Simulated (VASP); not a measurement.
# Al8As8H (a cell with a defect) in VASP: a series of runs

The runs below take Al8As8H (a cell with a defect) through single point, with PBE.

Program: VASP 6.6.1. These are calculated values, not measurements. Logs are shortened: lines on timing, memory, paths and dates and some standing lists are left out, and cuts for length are marked.

**1. The cell of the first run**

The cell holds a defect, 17 atoms: a = 8.100 Å, b = 8.100 Å, c = 8.100 Å, α = 60.00°, β = 60.00°, γ = 60.00°.

**2. Single point, PBE**

INCAR reads:

```
SYSTEM = Al8As8H
ALGO = Normal ; EDIFF = 1E-6
ENCUT = 520 ; GGA = PE
ISIF = 2 ; ISMEAR = 0
LASPH = .True. ; LCHARG = .False.
LREAL = Auto ; LWAVE = .False.
NBANDS = 46 ; NELECT = 64.0
NELM = 100 ; PREC = Accurate
SIGMA = 0.01
```

KPOINTS reads:

```
k-points
0
Gamma
  1 1 1
  0 0 0
```

POSCAR reads:

```
Al8As8H
1.0
    0.0000000000      5.7279123196     -5.7279123196
    5.7279123196      5.7279123196      0.0000000000
    5.7279123196      0.0000000000     -5.7279123196
Al As H
8 8 1
Direct
   -0.0000952375      0.0000317458      0.5000317458
   -0.0128068415      0.4871931585      0.5384205244
    0.5000317458      0.0000317458      0.5000317458
    0.5000317458      0.4999047625      0.5000317458
   -0.0128068415      0.0384205244      0.9871931585
   -0.0128068415      0.4871931585      0.9871931585
    0.5000317458      0.0000317458      0.9999047625
    0.5384205244      0.4871931585      0.9871931585
    0.1298848631      0.1201151369      0.1298848631
    0.1250000000      0.6250000000      0.1250000000
    0.6201151369      0.1201151369      0.1298848631
    0.6201151369      0.6298848631      0.1298848631
    0.1298848631      0.1201151369      0.6201151369
    0.1298848631      0.6298848631      0.6201151369
    0.6250000000      0.1250000000      0.6250000000
    0.6201151369      0.6298848631      0.6201151369
    0.8750000000      0.3750000000      0.8750000000
```

Potentials or basis: VASP PAW PBE potentials, release 64 (Al, As, H).

Started as:

```
cat potpaw_PBE.64/Al/POTCAR potpaw_PBE.64/As/POTCAR potpaw_PBE.64/H/POTCAR > POTCAR
mpirun -np 1 vasp_gam > vasp.out
```

OUTCAR:

```text
SYSTEM = Al8As8H
   EDIFF = 1E-6
   ENCUT = 520
   GGA = PE
   ISIF = 2
   ISMEAR = 0
   LASPH = .True.
   LREAL = Auto
   NELECT = 64.0
   NELM = 100
   PREC = Accurate

 ion  position               nearest neighbor table
   1  1.000  0.000  0.500-   9 2.45  14 2.45  13 2.45  15 2.48
   2  0.987  0.487  0.538-  13 2.44  16 2.44  14 2.44  10 2.73
   3  0.500  0.000  0.500-  11 2.45  13 2.45  16 2.45  15 2.48
   4  0.500  0.500  0.500-  12 2.45  14 2.45  16 2.45  15 2.48
   5  0.987  0.038  0.987-  11 2.44  13 2.44   9 2.44  10 2.73
   6  0.987  0.487  0.987-   9 2.44  12 2.44  14 2.44  10 2.73
[... 8 lines left out ...]
  15  0.625  0.125  0.625-   1 2.48   4 2.48   7 2.48   3 2.48
  16  0.620  0.630  0.620-   2 2.44   8 2.44   3 2.45   4 2.45
  17  0.875  0.375  0.875-

  LATTYP: Found a face centered cubic cell.
 ALAT       =    11.4558246392

  Lattice vectors:

 A1 = (   0.0000000000,   5.7279123196,  -5.7279123196)
 A2 = (   5.7279123196,   5.7279123196,   0.0000000000)
 A3 = (   5.7279123196,   0.0000000000,  -5.7279123196)

Analysis of symmetry for initial positions (statically):
=====================================================================
 Subroutine PRICEL returns:
 Original cell was already a primitive cell.

 Routine SETGRP: Setting up the symmetry group for a
 face centered cubic supercell.

 Subroutine GETGRP returns: Found 24 space group operations
 (whereof  6 operations were pure point group operations)
 out of a pool of 48 trial point group operations.

The static configuration has the point symmetry C_3v.
 The point group associated with its full space group is T_d .

Analysis of symmetry for dynamics (positions and initial velocities):
=====================================================================
 Subroutine PRICEL returns:
 Original cell was already a primitive cell.

 Routine SETGRP: Setting up the symmetry group for a
 face centered cubic supercell.

 Subroutine GETGRP returns: Found 24 space group operations
 (whereof  6 operations were pure point group operations)
 out of a pool of 48 trial point group operations.

The dynamic configuration has the point symmetry C_3v.
 The point group associated with its full space group is T_d .

 Subroutine INISYM returns: Found 24 space group operations
 (whereof  6 operations are pure point group operations),
 and found     1 'primitive' translations

----------------------------------------------------------------------------------------

                                     Primitive cell

  volume of cell :     375.8539

  direct lattice vectors                    reciprocal lattice vectors
     0.000000000  5.727912320 -5.727912320    -0.087291839  0.087291839 -0.087291839
     5.727912320  5.727912320  0.000000000     0.087291839  0.087291839  0.087291839
     5.727912320  0.000000000 -5.727912320     0.087291839 -0.087291839 -0.087291839

  length of vectors
     8.100491286  8.100491286  8.100491286     0.151193900  0.151193900  0.151193900

  position of ions in fractional coordinates (direct lattice)
     0.999904763  0.000031746  0.500031746
     0.987193158  0.487193158  0.538420524
     0.500031746  0.000031746  0.500031746
     0.500031746  0.499904763  0.500031746
     0.987193158  0.038420524  0.987193158
     0.987193158  0.487193158  0.987193158
[... 9 lines left out ...]
     0.620115137  0.629884863  0.620115137
     0.875000000  0.375000000  0.875000000

  ion indices of the primitive-cell ions
   primitive index   ion index
                 1           1
                 2           2
                 3           3
                 4           4
                 5           5
                 6           6
[... 9 lines left out ...]
                16          16
                17          17

----------------------------------------------------------------------------------------

 KPOINTS: k-points

Automatic generation of k-mesh.
 Grid dimensions read from file:
 generate k-points for:    1    1    1

 Generating k-lattice:

  Cartesian coordinates                     Fractional coordinates (reciprocal lattice)
    -0.087291839  0.087291839 -0.087291839     1.000000000  0.000000000  0.000000000
     0.087291839  0.087291839  0.087291839     0.000000000  1.000000000  0.000000000
     0.087291839 -0.087291839 -0.087291839     0.000000000  0.000000000  1.000000000

  Length of vectors
     0.151193900  0.151193900  0.151193900

  Shift w.r.t. Gamma in fractional coordinates (k-lattice)
     0.000000000  0.000000000  0.000000000

 Subroutine IBZKPT returns following result:
 ===========================================

 Found      1 irreducible k-points:

 Following reciprocal coordinates:
            Coordinates               Weight
  0.000000  0.000000  0.000000      1.000000
   k-points           NKPTS =      1   k-points in BZ     NKDIM =      1   number of bands    NBANDS=     46
   number of dos      NEDOS =    301   number of ions     NIONS =     17
   total plane-waves  NPLWV = 216000
   dimension x,y,z NGX =    60 NGY =   60 NGZ =   60
   dimension x,y,z NGXF=   120 NGYF=  120 NGZF=  120
   ions per type =               8   8   1
   NGX,Y,Z   is equivalent  to a cutoff of  12.31, 12.31, 12.31 a.u.
   NGXF,Y,Z  is equivalent  to a cutoff of  24.63, 24.63, 24.63 a.u.
 SYSTEM =  Al8As8H
   PREC   = accura    normal or accurate (medium, high low for compatibility)
   ISTART =      0    job   : 0-new  1-cont  2-samecut
   ICHARG =      2    charge: 1-file 2-atom 10-const
   ISPIN  =      1    spin polarized calculation?
   LNONCOLLINEAR =      F non collinear calculations
   LSORBIT =      F    spin-orbit coupling
   LASPH  =      T    aspherical Exc in radial PAW
   ENCUT  =  520.0 eV  38.22 Ry    6.18 a.u.  15.06 15.06 15.06*2*pi/ulx,y,z
   NELM   =    100;   NELMIN=  2; NELMDL= -5     # of ELM steps
   EDIFF  = 0.1E-05   stopping-criterion for ELM
   LREAL  =      T    real-space projection
   EDIFFG = 0.1E-04   stopping-criterion for IOM
   NSW    =      0    number of steps for IOM
   IBRION =     -1    ionic relax: 0-MD 1-quasi-New 2-CG
   NFREE  =      0    steps in history (QN), initial steepest desc. (CG)
   ISIF   =      2    stress and relaxation
   ISYM   =      2    0-nonsym 1-usesym 2-fastsym
   POTIM  = 0.5000    time-step for ionic-motion
   TEBEG  =    0.0;   TEEND  =   0.0 temperature during run
   PSTRESS=    0.0 pullay stress
   NELECT =      64.0000    total number of electrons
   NUPDOWN=      -1.0000    fix difference up-down
   EMIN   =  10.00;   EMAX   =-10.00  energy-range for DOS
   EFERMI =   0.00;   METHOD = LEGACY
   ISMEAR =     0;   SIGMA  =   0.01  broadening in eV -4-tet -1-fermi 0-gaus
   EFERMI_NEDOS =   21; number of points for ismear=-14 and -15
   IALGO  =     38    algorithm
   IMIX   =      4    mixing-type and parameters
     AMIX     =   0.40;   BMIX     =  1.00
     AMIX_MAG =   1.60;   BMIX_MAG =  1.00
  volume/ion in A,a.u.               =      22.11       149.20
  Fermi-wavevector in a.u.,A,eV,Ry     =   0.907392  1.714723 11.202506  0.823361
  Thomas-Fermi vector in A             =   2.031194
   LORBIT       =      0    0 simple, 1 ext, 2 COOP (PROOUT), +10 PAW based schemes
   GGA     = PE    functional components
   LHFCALC =     F    Hartree Fock is set to
   AEXX    =    0.0000 exact exchange contribution
   IVDW    =     0    specifies the selected vdW correction
   LEPSILON=     F    determine dielectric tensor
   LRPA    =     F    only Hartree local field effects (RPA)
 non-spin polarized calculation
 Gauss-broadening in eV      SIGMA  =   0.01
  energy-cutoff  :      520.00
  volume of cell :      375.85
 maximum number of plane-waves:      5041
   NGX = 31   NGY = 31   NGZ = 31

 number of electron      64.0000000 magnetization

 Free energy of the ion-electron system (eV)
  ---------------------------------------------------
  ext. energy  EPLUGINS =         0.00000000
  ---------------------------------------------------
  free energy    TOTEN  =       -66.63140953 eV

  energy without entropy =      -66.61598330  energy(sigma->0) =      -66.62369642

 E-fermi :   3.9856     XC(G=0):  -8.7465

 val. band max:        3.9825239841   @ k =   0.0000   0.0000   0.0000
 cond. band min:       5.5528394686   @ k =   0.0000   0.0000   0.0000
 fundamental gap:      1.5703154845
 Fermi energy:         3.9855695394

 k-point     1 :       0.0000    0.0000    0.0000
  band No.  band energies     occupation
      1      -7.9013      2.00000
      2      -6.5831      2.00000
      3      -6.5831      2.00000
      4      -6.5831      2.00000
      5      -6.2127      2.00000
      6      -6.0349      2.00000
[... 36 lines left out ...]
     43       6.0790      0.00000
     44       7.9481      0.00000
 [bands above 44 left out]

------------------------ aborting loop because EDIFF is reached ----------------------------------------

  FORCE on cell =-STRESS in cart. coord.  units (eV):
  Direction    XX          YY          ZZ          XY          YZ          ZX
  --------------------------------------------------------------------------------------
  -------------------------------------------------------------------------------------
  Total        3.2742578      3.2742578      3.2742578     -0.0000000      0.0000000      0.0000000
  in kB       13.9573953     13.9573953     13.9573953     -0.0000000      0.0000000      0.0000000
  external PRESSURE =      13.9573953 kB  Pullay stress =       0.0000000 kB

 VOLUME and BASIS-vectors are now :
 -----------------------------------------------------------------------------
  energy-cutoff  :      520.00
  volume of cell :      375.85
      direct lattice vectors                 reciprocal lattice vectors
     0.000000000  5.727912320 -5.727912320    -0.087291839  0.087291839 -0.087291839
     5.727912320  5.727912320  0.000000000     0.087291839  0.087291839  0.087291839
     5.727912320  0.000000000 -5.727912320     0.087291839 -0.087291839 -0.087291839

 POSITION                                       TOTAL-FORCE (eV/Angst)
 -----------------------------------------------------------------------------------
      2.86432      5.72755     -8.59150         0.020390     -0.020390      0.020390
      5.87463      8.44516     -8.73858        -0.019420      0.019420      0.019420
      2.86432      2.86432     -5.72828         0.020390      0.020390     -0.020390
      5.72755      5.72755     -5.72828        -0.020390     -0.020390     -0.020390
      5.87463      5.87463    -11.30911        -0.019420     -0.019420     -0.019420
      8.44516      8.44516    -11.30911         0.019420      0.019420     -0.019420
[... 9 lines left out ...]
      7.15989      7.15989     -7.10393        -0.000000     -0.000000     -0.006417
      7.15989      7.15989    -10.02385        -0.000000     -0.000000     -0.000000
 -----------------------------------------------------------------------------------
    total drift:                               -0.000001     -0.000001      0.000001

  FREE ENERGIE OF THE ION-ELECTRON SYSTEM (eV)
  ---------------------------------------------------
  free  energy   TOTEN  =       -66.6314095336 eV

  energy  without entropy=      -66.6159833016  energy(sigma->0) =      -66.62369642
```

Wall time 76 s (1 thread of AMD EPYC 7R13, shared host); peak memory 0.41 GiB.

What came out:

| Property | Result |
| --- | --- |
| Free energy | -66.6314 eV |
| Largest force | 0.035 eV/Å |

Forces in eV/Å, atoms in the order of the input:
```
Al   0.020 -0.020  0.020
Al  -0.019  0.019  0.019
Al   0.020  0.020 -0.020
Al  -0.020 -0.020 -0.020
Al  -0.019 -0.019 -0.019
Al   0.019  0.019 -0.019
Al  -0.020  0.020  0.020
Al   0.019 -0.019  0.019
As   0.000  0.000  0.006
As   0.000  0.000  0.000
As   0.000  0.006  0.000
As  -0.006  0.000  0.000
As   0.006  0.000  0.000
As   0.000 -0.006  0.000
As   0.000  0.000  0.000
As   0.000  0.000 -0.006
H    0.000  0.000  0.000
```

Caveat: the k points lie up to 0.95 Å⁻¹ apart; the cell carries a net charge on a neutralising background, which shifts energy and pressure; the cell is charged against a uniform background, so pressure and absolute levels hang on convention.

**3. Single point, PBE**

INCAR reads:

```
ALGO     = Normal         # electronic algorithm
EDIFF    = 1E-6           # SCF threshold, eV
ENCUT    = 520            # plane-wave cutoff, eV
GGA      = PE             # functional
ISIF     = 2              # what is computed and relaxed
ISMEAR   = 0              # smearing method
LASPH    = True           # aspherical terms in the spheres
LCHARG   = False          # write CHGCAR
LREAL    = Auto         
LWAVE    = False          # write WAVECAR
NBANDS   = 46             # bands
NELECT   = 66.0         
NELM     = 100            # most SCF steps
PREC     = Accurate       # precision mode
SIGMA    = 0.01           # smearing width, eV
```

KPOINTS reads:

```
k-points
0
Gamma
  1 1 1
```

POSCAR reads:

```
Al8As8H
1.0
    0.0000000000      5.7279123196     -5.7279123196
    5.7279123196      5.7279123196      0.0000000000
    5.7279123196      0.0000000000     -5.7279123196
Al As H
8 8 1
Direct
    0.0065915048     -0.0021971683      0.4978028317
   -0.0053796989      0.4946203011      0.5161390967
    0.4978028317     -0.0021971683      0.4978028317
    0.4978028317      0.5065915048      0.4978028317
   -0.0053796989      0.0161390967      0.9946203011
   -0.0053796989      0.4946203011      0.9946203011
    0.4978028317     -0.0021971683      1.0065915048
    0.5161390967      0.4946203011      0.9946203011
    0.1270976948      0.1229023052      0.1270976948
    0.1250000000      0.6250000000      0.1250000000
    0.6229023052      0.1229023052      0.1270976948
    0.6229023052      0.6270976948      0.1270976948
    0.1270976948      0.1229023052      0.6229023052
    0.1270976948      0.6270976948      0.6229023052
    0.6250000000      0.1250000000      0.6250000000
    0.6229023052      0.6270976948      0.6229023052
    0.8750000000      0.3750000000      0.8750000000
```

Potentials or basis: VASP PAW PBE potentials, release 64 (Al, As, H).

Started as:

```
cat potpaw_PBE.64/Al/POTCAR potpaw_PBE.64/As/POTCAR potpaw_PBE.64/H/POTCAR > POTCAR
mpirun -np 1 vasp_gam > vasp.out
```

It took 76 s on 1 thread of AMD EPYC 7R13, shared host; peak memory 0.41 GiB.

Results (log left out):

| Item | Value |
| --- | --- |
| Free energy | -58.6789 eV |
| Largest force | 0.026 eV/Å |

Forces in eV/Å, atoms in the order of the input:
```
Al   0.006 -0.006  0.006
Al   0.009 -0.009 -0.009
Al   0.006  0.006 -0.006
Al  -0.006 -0.006 -0.006
Al   0.009  0.009  0.009
Al  -0.009 -0.009  0.009
Al  -0.006  0.006  0.006
Al  -0.009  0.009 -0.009
As   0.000  0.000  0.026
As   0.000  0.000  0.000
As   0.000  0.026  0.000
As  -0.026  0.000  0.000
As   0.026  0.000  0.000
As   0.000 -0.026  0.000
As   0.000  0.000  0.000
As   0.000  0.000 -0.026
H    0.000  0.000  0.000
```

Levels at points of the mesh, in eV from the Fermi level:
```tsv
k point	band 29	band 30	band 31	band 32	band 33	band 34	band 35	band 36	band 37	band 38
(0.00, 0.00, 0.00)	-0.78	-0.78	-0.05	-0.05	-0.05	1.27	1.27	1.42	1.69	1.69
```

Caveat: the k points lie up to 0.95 Å⁻¹ apart; the cell carries a net charge on a neutralising background, which shifts energy and pressure; the cell is charged against a uniform background, so pressure and absolute levels hang on convention.
